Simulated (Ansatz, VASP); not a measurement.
**Yb: VASP beside Ansatz**

The input INCAR:

```
PREC = Accurate
ENCUT = 520
EDIFF = 1E-8
ISMEAR = -1
SIGMA = 0.05
LREAL = F
LASPH = T
NELM = 60
ALGO = Normal
ISIF = 2
LWAVE = F
LCHARG = F
GGA = PE
LEFG = T
NBANDS = 18
```

File KPOINTS:

```
Automatic mesh
0
Gamma
  12 12 12
```

File POSCAR:

```
Yb
1.0
    0.0000000000      2.7791975606      2.7791975606
    2.7791975606      0.0000000000      2.7791975606
    2.7791975606      2.7791975606      0.0000000000
Yb
1
Direct
    0.0000000000      0.0000000000      0.0000000000
```

Input for Ansatz:

```yaml
crystal:
  lattice:
    - [0.0, 2.7791975606, 2.7791975606]
    - [2.7791975606, 0.0, 2.7791975606]
    - [2.7791975606, 2.7791975606, 0.0]
  atoms:
    - { symbol: Yb, position: [0.0, 0.0, 0.0] }
kpoints:
  mp_grid: { grid: [12, 12, 12] }
scf:
  occupations: { method: fermi_dirac, width: 0.05 }
hamiltonian:
  xc: pbe
  pseudopotentials: { kind: paw }
output:
  forces: true
  stress: true
  eigenvalues: true
  efg: { contact_densities: true }
```

Change from the starting cell: volume scaled by 1.04, PAW files.

Alike in both runs: task electric field gradients; functional PBE; k mesh 12 × 12 × 12; occupations fermi-dirac, width 0.05 eV; no spin polarisation.

|  | VASP | Ansatz |
| --- | --- | --- |
| version | VASP 6.6.1 | Ansatz 0.2.0 |
| potentials or method | VASP PAW PBE potentials, release 64 (Yb) | PAW with Ansatz's default frozen-core files, scalar-relativistic |
| plane-wave cutoff (eV) | 520 | 420 |
| valence electrons in the cell | 24 | 24 |

|  | VASP | Ansatz | Ansatz less VASP |
| --- | --- | --- | --- |
| pressure (GPa) | -2.8 | -2.5 | +0.29 |

Spin-orbit coupling is off throughout.
